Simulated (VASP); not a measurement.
Set up this calculation in VASP 6.6.1, as the native input.

```yaml
Task: single point
Functional: PBE
Potentials_or_basis: VASP PAW PBE potentials, release 64 (Nd_3, Tl_d, P), 4f in core
Cutoff: 500 eV
k_mesh: 4 × 4 × 2
Occupations: gaussian, width 0.1 eV
Spin: no spin polarisation
Dipole_correction: no
Mended: yes
Further_INCAR_settings: ALGO = Normal; EDIFF = 1e-06; NBANDS = 35
```

The structure of NdTl2P3 lies in POSCAR:

```
NdTl2P3
1.0
    4.2417090490      0.0000000000      0.0000000000
    0.0000000000      4.2417090490      0.0000000000
    0.0000000000      0.0000000000      7.7727526269
Nd Tl P
1 2 3
Direct
    0.0000000000      0.0000000000      0.8783699405
    0.5000000000      0.0000000000      0.2565640866
    0.0000000000      0.5000000000      0.2565640866
    0.5000000000      0.5000000000      0.9208488339
    0.5000000000      0.0000000000      0.6175980612
    0.0000000000      0.5000000000      0.6175980612
```

The cell was built from a structure type or drawn by symmetry, and may not be a known phase.

The input as run:

INCAR

```
SYSTEM = NdTl2P3
  PREC = Accurate
  ENCUT = 500
  EDIFF = 1E-6
  ISMEAR = 0
  SIGMA = 0.1
  LREAL = .FALSE.
  LASPH = .TRUE.
  NELM = 200
  ALGO = Normal
  ISIF = 2
  LWAVE = .FALSE.
  LCHARG = .TRUE.
  GGA = PE
  LELF = .TRUE.
  LVHAR = .TRUE.
  NBANDS = 35
  GGA_COMPAT = .FALSE.
  LMAXMIX = 6
```

KPOINTS

```
regular mesh
0
G
  4 4 2
  0 0 0
```

Potentials or basis: VASP PAW PBE potentials, release 64 (Nd_3, Tl_d, P), 4f in core.

Launch:

```sh
$ cat potpaw_PBE.64/Nd_3/POTCAR potpaw_PBE.64/Tl_d/POTCAR potpaw_PBE.64/P/POTCAR > POTCAR
$ mpirun -np 1 vasp_std > vasp.out
```

It gave:

```yaml
Pressure: -0.1 GPa
Largest_force: 0.031 eV/Å
Band_gap_on_the_k_mesh: zero (bands 26 and 27 overlap by 2.16 eV)
```

Caveat: the k points lie up to 0.40 Å⁻¹ apart, too coarse for converged energies and pressures of a metal; spin-orbit coupling is left out, which moves the levels of the heavy elements; the 4f electrons are frozen in the core, so they carry no moment and show no levels.

It took 25 s on 1 thread of Intel(R) Xeon(R) 6975P-C (Granite Rapids), on a shared host, peak memory 0.25 GiB.
